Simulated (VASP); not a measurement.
# NbCd3Rh (Pm-3m) in VASP: further runs

The runs below take NbCd3Rh through single point, relaxation of cell and atoms, with PBE.

All numbers are computed with VASP 6.6.1; they aren't measurements. Logs are shortened: lines on timing, memory, paths and dates and some standing lists are left out, and cuts for length are marked.

## Step 1: The cell of the first run

Symmetry: Pm-3m, No. 221, cubic system. The conventional cell has a = 4.564 Å, b = 4.564 Å, c = 4.564 Å, α = 90.00°, β = 90.00°, γ = 90.00°. Nb (site symmetry m-3m) has 12 Cd at 3.23 Å and 8 Rh at 3.95 Å within 4.2 Å. Within 3.0 Å of Cd (site symmetry 4/mmm) lie 2 Rh at 2.28 Å. Within 3.0 Å of Rh (site symmetry m-3m) lie 6 Cd at 2.28 Å.

## Step 2: Single point, PBE

Input file INCAR:

```
SYSTEM = NbCd3Rh
PREC     = Accurate       ! precision mode
ENCUT    = 520            ! plane-wave cutoff, eV
EDIFF    = 1E-6           ! SCF threshold, eV
ISMEAR   = 0              ! smearing method
SIGMA    = 0.1            ! smearing width, eV
LREAL    = .FALSE.        ! projectors in reciprocal space
LASPH    = .TRUE.         ! aspherical terms in the spheres
NELM     = 60             ! most SCF steps
ALGO     = Fast           ! electronic algorithm
ISIF     = 2              ! what is computed and relaxed
LWAVE    = .FALSE.        ! write WAVECAR
LCHARG   = .TRUE.         ! write CHGCAR
GGA      = PE             ! functional
LELF     = .TRUE.         ! ELF
LVHAR    = .TRUE.       
NBANDS   = 40             ! bands
```

Input file KPOINTS:

```
Automatic mesh
0
G
  4 4 4
  0 0 0
```

Input file POSCAR:

```
NbCd3Rh
1.0
    4.5636820491      0.0000000000      0.0000000000
    0.0000000000      4.5636820491      0.0000000000
    0.0000000000      0.0000000000      4.5636820491
Nb Cd Rh
1 3 1
Direct
    0.0000000000      0.0000000000      0.0000000000
    0.0000000000      0.5000000000      0.5000000000
    0.5000000000      0.0000000000      0.5000000000
    0.5000000000      0.5000000000      0.0000000000
    0.5000000000      0.5000000000      0.5000000000
```

Potentials or basis: VASP PAW PBE potentials, release 64 (Nb_sv, Cd, Rh_pv).

The run is started by

```sh
$ cat potpaw_PBE.64/Nb_sv/POTCAR potpaw_PBE.64/Cd/POTCAR potpaw_PBE.64/Rh_pv/POTCAR > POTCAR
$ mpirun -np 1 vasp_std > vasp.out
```

OUTCAR:

```text
SYSTEM = NbCd3Rh
   PREC = Accurate
   ENCUT = 520
   EDIFF = 1E-6
   ISMEAR = 0
   LREAL = .FALSE.
   LASPH = .TRUE.
   NELM = 60
   ISIF = 2
   GGA = PE

 ion  position               nearest neighbor table
   1  0.000  0.000  0.000-   2 3.23   3 3.23   4 3.23   2 3.23   3 3.23   2 3.23   4 3.23   2 3.23
                             3 3.23   4 3.23   3 3.23   4 3.23
   2  0.000  0.500  0.500-   5 2.28   5 2.28   4 3.23   1 3.23   1 3.23   4 3.23   1 3.23   3 3.23
                             1 3.23   3 3.23   4 3.23   3 3.23   4 3.23   3 3.23
   3  0.500  0.000  0.500-   5 2.28   5 2.28   4 3.23   1 3.23   1 3.23   4 3.23   2 3.23   4 3.23
                             2 3.23   4 3.23   1 3.23   2 3.23   1 3.23   2 3.23
   4  0.500  0.500  0.000-   5 2.28   5 2.28   3 3.23   1 3.23   2 3.23   3 3.23   2 3.23   1 3.23
                             3 3.23   3 3.23   1 3.23   2 3.23   2 3.23   1 3.23
   5  0.500  0.500  0.500-   2 2.28   3 2.28   4 2.28   4 2.28   3 2.28   2 2.28

  LATTYP: Found a simple cubic cell.
 ALAT       =     4.5636820491

  Lattice vectors:

 A1 = (   4.5636820491,   0.0000000000,   0.0000000000)
 A2 = (   0.0000000000,   4.5636820491,   0.0000000000)
 A3 = (   0.0000000000,   0.0000000000,   4.5636820491)

Analysis of symmetry for initial positions (statically):
=====================================================================
 Subroutine PRICEL returns:
 Original cell was already a primitive cell.

 Routine SETGRP: Setting up the symmetry group for a
 simple cubic supercell.

 Subroutine GETGRP returns: Found 48 space group operations
 (whereof 48 operations were pure point group operations)
 out of a pool of 48 trial point group operations.

The static configuration has the point symmetry O_h .

Analysis of symmetry for dynamics (positions and initial velocities):
=====================================================================
 Subroutine PRICEL returns:
 Original cell was already a primitive cell.

 Routine SETGRP: Setting up the symmetry group for a
 simple cubic supercell.

 Subroutine GETGRP returns: Found 48 space group operations
 (whereof 48 operations were pure point group operations)
 out of a pool of 48 trial point group operations.

The dynamic configuration has the point symmetry O_h .

 Subroutine INISYM returns: Found 48 space group operations
 (whereof 48 operations are pure point group operations),
 and found     1 'primitive' translations

----------------------------------------------------------------------------------------

                                     Primitive cell

  volume of cell :      95.0487

  direct lattice vectors                    reciprocal lattice vectors
     4.563682049  0.000000000  0.000000000     0.219121312  0.000000000  0.000000000
     0.000000000  4.563682049  0.000000000     0.000000000  0.219121312  0.000000000
     0.000000000  0.000000000  4.563682049     0.000000000  0.000000000  0.219121312

  length of vectors
     4.563682049  4.563682049  4.563682049     0.219121312  0.219121312  0.219121312

  position of ions in fractional coordinates (direct lattice)
     0.000000000  0.000000000  0.000000000
     0.000000000  0.500000000  0.500000000
     0.500000000  0.000000000  0.500000000
     0.500000000  0.500000000  0.000000000
     0.500000000  0.500000000  0.500000000

  ion indices of the primitive-cell ions
   primitive index   ion index
                 1           1
                 2           2
                 3           3
                 4           4
                 5           5

----------------------------------------------------------------------------------------

 KPOINTS: Automatic mesh

Automatic generation of k-mesh.
 Grid dimensions read from file:
 generate k-points for:    4    4    4

 Generating k-lattice:

  Cartesian coordinates                     Fractional coordinates (reciprocal lattice)
     0.054780328  0.000000000  0.000000000     0.250000000  0.000000000  0.000000000
     0.000000000  0.054780328  0.000000000     0.000000000  0.250000000  0.000000000
     0.000000000  0.000000000  0.054780328     0.000000000  0.000000000  0.250000000

  Length of vectors
     0.054780328  0.054780328  0.054780328

  Shift w.r.t. Gamma in fractional coordinates (k-lattice)
     0.000000000  0.000000000  0.000000000

 Subroutine IBZKPT returns following result:
 ===========================================

 Found     10 irreducible k-points:

 Following reciprocal coordinates:
            Coordinates               Weight
  0.000000  0.000000  0.000000      1.000000
  0.250000  0.000000  0.000000      6.000000
  0.500000  0.000000  0.000000      3.000000
  0.250000  0.250000  0.000000     12.000000
  0.500000  0.250000  0.000000     12.000000
  0.500000  0.500000  0.000000      3.000000
  0.250000  0.250000  0.250000      8.000000
  0.500000  0.250000  0.250000     12.000000
  0.500000  0.500000  0.250000      6.000000
  0.500000  0.500000  0.500000      1.000000
   k-points           NKPTS =     10   k-points in BZ     NKDIM =     10   number of bands    NBANDS=     40
   number of dos      NEDOS =    301   number of ions     NIONS =      5
   total plane-waves  NPLWV =  46656
   dimension x,y,z NGX =    36 NGY =   36 NGZ =   36
   dimension x,y,z NGXF=    72 NGYF=   72 NGZF=   72
   ions per type =               1   3   1
   NGX,Y,Z   is equivalent  to a cutoff of  13.11, 13.11, 13.11 a.u.
   NGXF,Y,Z  is equivalent  to a cutoff of  26.23, 26.23, 26.23 a.u.
 SYSTEM =  NbCd3Rh
   PREC   = accura    normal or accurate (medium, high low for compatibility)
   ISTART =      0    job   : 0-new  1-cont  2-samecut
   ICHARG =      2    charge: 1-file 2-atom 10-const
   ISPIN  =      1    spin polarized calculation?
   LNONCOLLINEAR =      F non collinear calculations
   LSORBIT =      F    spin-orbit coupling
   LASPH  =      T    aspherical Exc in radial PAW
   ENCUT  =  520.0 eV  38.22 Ry    6.18 a.u.   8.49  8.49  8.49*2*pi/ulx,y,z
   NELM   =     60;   NELMIN=  2; NELMDL= -5     # of ELM steps
   EDIFF  = 0.1E-05   stopping-criterion for ELM
   LREAL  =      F    real-space projection
   EDIFFG = 0.1E-04   stopping-criterion for IOM
   NSW    =      0    number of steps for IOM
   IBRION =     -1    ionic relax: 0-MD 1-quasi-New 2-CG
   NFREE  =      0    steps in history (QN), initial steepest desc. (CG)
   ISIF   =      2    stress and relaxation
   ISYM   =      2    0-nonsym 1-usesym 2-fastsym
   POTIM  = 0.5000    time-step for ionic-motion
   TEBEG  =    0.0;   TEEND  =   0.0 temperature during run
   PSTRESS=    0.0 pullay stress
   NELECT =      64.0000    total number of electrons
   NUPDOWN=      -1.0000    fix difference up-down
   EMIN   =  10.00;   EMAX   =-10.00  energy-range for DOS
   EFERMI =   0.00;   METHOD = LEGACY
   ISMEAR =     0;   SIGMA  =   0.10  broadening in eV -4-tet -1-fermi 0-gaus
   EFERMI_NEDOS =   21; number of points for ismear=-14 and -15
   IALGO  =     68    algorithm
   IMIX   =      4    mixing-type and parameters
     AMIX     =   0.40;   BMIX     =  1.00
     AMIX_MAG =   1.60;   BMIX_MAG =  1.00
  volume/ion in A,a.u.               =      19.01       128.28
  Fermi-wavevector in a.u.,A,eV,Ry     =   1.434893  2.711554 28.013269  2.058917
  Thomas-Fermi vector in A             =   2.554251
   LORBIT       =      0    0 simple, 1 ext, 2 COOP (PROOUT), +10 PAW based schemes
   GGA     = PE    functional components
   LHFCALC =     F    Hartree Fock is set to
   AEXX    =    0.0000 exact exchange contribution
   IVDW    =     0    specifies the selected vdW correction
   LEPSILON=     F    determine dielectric tensor
   LRPA    =     F    only Hartree local field effects (RPA)
 non-spin polarized calculation
 RMM-DIIS sequential band-by-band and
 Gauss-broadening in eV      SIGMA  =   0.10
  energy-cutoff  :      520.00
  volume of cell :       95.05
 maximum number of plane-waves:      2562
 NGX is ok and might be reduce to    36
   NGX = 17   NGY = 17   NGZ = 17

 number of electron      63.9999970 magnetization

 Free energy of the ion-electron system (eV)
  ---------------------------------------------------
  ext. energy  EPLUGINS =         0.00000000
  ---------------------------------------------------
  free energy    TOTEN  =       -12.20417052 eV

  energy without entropy =      -12.18272590  energy(sigma->0) =      -12.19344821

 E-fermi :   5.5598     XC(G=0): -11.7268

 val. band max:        5.4992787709   @ k =   0.5000   0.2500   0.2500
 cond. band min:       5.5703133964   @ k =   0.5000   0.2500   0.2500
 fundamental gap:      0.0710346256
 Fermi energy:         5.5598215569

 k-point     1 :       0.0000    0.0000    0.0000
  band No.  band energies     occupation
      1     -49.9631      2.00000
      2     -40.1196      2.00000
      3     -40.1196      2.00000
      4     -40.1196      2.00000
      5     -25.9854      2.00000
      6     -25.9854      2.00000
[... 32 lines left out ...]
     39      11.7059      0.00000
     40      11.7150      0.00000

 k-point     2 :       0.2500    0.0000    0.0000
  band No.  band energies     occupation
      1     -49.9630      2.00000
      2     -40.1359      2.00000
      3     -40.1200      2.00000
      4     -40.1200      2.00000
      5     -25.9887      2.00000
      6     -25.9854      2.00000
[... 32 lines left out ...]
     39      11.6309      0.00000
     40      11.6421      0.00000

 k-point     3 :       0.5000    0.0000    0.0000
  band No.  band energies     occupation
      1     -49.9630      2.00000
      2     -40.1522      2.00000
      3     -40.1204      2.00000
      4     -40.1204      2.00000
      5     -25.9920      2.00000
      6     -25.9855      2.00000
[... 32 lines left out ...]
     39      10.1011      0.00000
     40      11.0917      0.00000

 k-point     4 :       0.2500    0.2500    0.0000
  band No.  band energies     occupation
      1     -49.9630      2.00000
      2     -40.1363      2.00000
      3     -40.1363      2.00000
      4     -40.1204      2.00000
      5     -25.9887      2.00000
      6     -25.9882      2.00000
[... 32 lines left out ...]
     39      11.2582      0.00000
     40      12.2164      0.00000

 k-point     5 :       0.5000    0.2500    0.0000
  band No.  band energies     occupation
      1     -49.9629      2.00000
      2     -40.1526      2.00000
      3     -40.1367      2.00000
      4     -40.1208      2.00000
      5     -25.9915      2.00000
      6     -25.9882      2.00000
[... 32 lines left out ...]
     39      10.8197      0.00000
     40      11.0329      0.00000

 k-point     6 :       0.5000    0.5000    0.0000
  band No.  band energies     occupation
      1     -49.9628      2.00000
      2     -40.1530      2.00000
      3     -40.1530      2.00000
      4     -40.1212      2.00000
      5     -25.9910      2.00000
      6     -25.9910      2.00000
[... 32 lines left out ...]
     39      10.4482      0.00000
     40      12.3341      0.00000

 k-point     7 :       0.2500    0.2500    0.2500
  band No.  band energies     occupation
      1     -49.9629      2.00000
      2     -40.1367      2.00000
      3     -40.1367      2.00000
      4     -40.1367      2.00000
      5     -25.9887      2.00000
      6     -25.9880      2.00000
[... 32 lines left out ...]
     39       9.7504      0.00000
     40      13.2699      0.00000

 k-point     8 :       0.5000    0.2500    0.2500
  band No.  band energies     occupation
      1     -49.9628      2.00000
      2     -40.1530      2.00000
      3     -40.1371      2.00000
      4     -40.1371      2.00000
      5     -25.9910      2.00000
      6     -25.9882      2.00000
[... 32 lines left out ...]
     39      10.6497      0.00000
     40      11.5804      0.00000

 k-point     9 :       0.5000    0.5000    0.2500
  band No.  band energies     occupation
      1     -49.9628      2.00000
      2     -40.1534      2.00000
      3     -40.1534      2.00000
      4     -40.1375      2.00000
      5     -25.9905      2.00000
      6     -25.9905      2.00000
[... 32 lines left out ...]
     39       9.2157      0.00000
     40       9.6658      0.00000

 k-point    10 :       0.5000    0.5000    0.5000
  band No.  band energies     occupation
      1     -49.9627      2.00000
      2     -40.1538      2.00000
      3     -40.1538      2.00000
      4     -40.1538      2.00000
      5     -25.9901      2.00000
      6     -25.9901      2.00000
[... 32 lines left out ...]
     39       8.1736      0.00000
     40       8.1736      0.00000

------------------------ aborting loop because EDIFF is reached ----------------------------------------

  FORCE on cell =-STRESS in cart. coord.  units (eV):
  Direction    XX          YY          ZZ          XY          YZ          ZX
  --------------------------------------------------------------------------------------
  -------------------------------------------------------------------------------------
  Total       21.2480282     21.2480282     21.2480282      0.0000000     -0.0000000      0.0000000
  in kB      358.1649458    358.1649458    358.1649458      0.0000000     -0.0000000      0.0000000
  external PRESSURE =     358.1649458 kB  Pullay stress =       0.0000000 kB

 VOLUME and BASIS-vectors are now :
 -----------------------------------------------------------------------------
  energy-cutoff  :      520.00
  volume of cell :       95.05
      direct lattice vectors                 reciprocal lattice vectors
     4.563682049  0.000000000  0.000000000     0.219121312  0.000000000  0.000000000
     0.000000000  4.563682049  0.000000000     0.000000000  0.219121312  0.000000000
     0.000000000  0.000000000  4.563682049     0.000000000  0.000000000  0.219121312

 POSITION                                       TOTAL-FORCE (eV/Angst)
 -----------------------------------------------------------------------------------
      0.00000      0.00000      0.00000         0.000000      0.000000      0.000000
      0.00000      2.28184      2.28184         0.000000      0.000000      0.000000
      2.28184      0.00000      2.28184         0.000000      0.000000      0.000000
      2.28184      2.28184      0.00000         0.000000      0.000000      0.000000
      2.28184      2.28184      2.28184         0.000000      0.000000      0.000000
 -----------------------------------------------------------------------------------
    total drift:                                0.000000      0.000000      0.000000

  FREE ENERGIE OF THE ION-ELECTRON SYSTEM (eV)
  ---------------------------------------------------
  free  energy   TOTEN  =       -12.2041705247 eV

  energy  without entropy=      -12.1827259007  energy(sigma->0) =      -12.19344821
```

It took 51 s on 1 thread of Oxide Virtual Turin-like, shared host; peak memory 0.19 GiB.

What came out:

| Quantity | Value |
| --- | --- |
| Free energy | -12.2042 eV |
| Pressure | 35.8 GPa |
| Band gap on the k mesh | zero (bands 32 and 33 overlap by 0.98 eV) |

Levels at points of the mesh, in eV from the Fermi level:
```tsv
k point	band 30	band 31	band 32	band 33	band 34	band 35
(0.00, 0.00, 0.00)	-0.21	-0.21	0.40	0.40	0.64	0.64
(0.50, 0.00, 0.00)	-0.98	-0.87	-0.80	0.50	0.54	3.85
(0.50, 0.50, 0.00)	-1.97	-0.73	0.11	0.11	0.60	1.18
(0.50, 0.50, 0.50)	-2.71	-2.54	0.82	0.82	0.90	0.90
```

Caveat: the cell stands under pressure.

(Part 1 of 2 ends here.)

The gap in the log of VASP goes by the Fermi energy; the results here count the filled bands.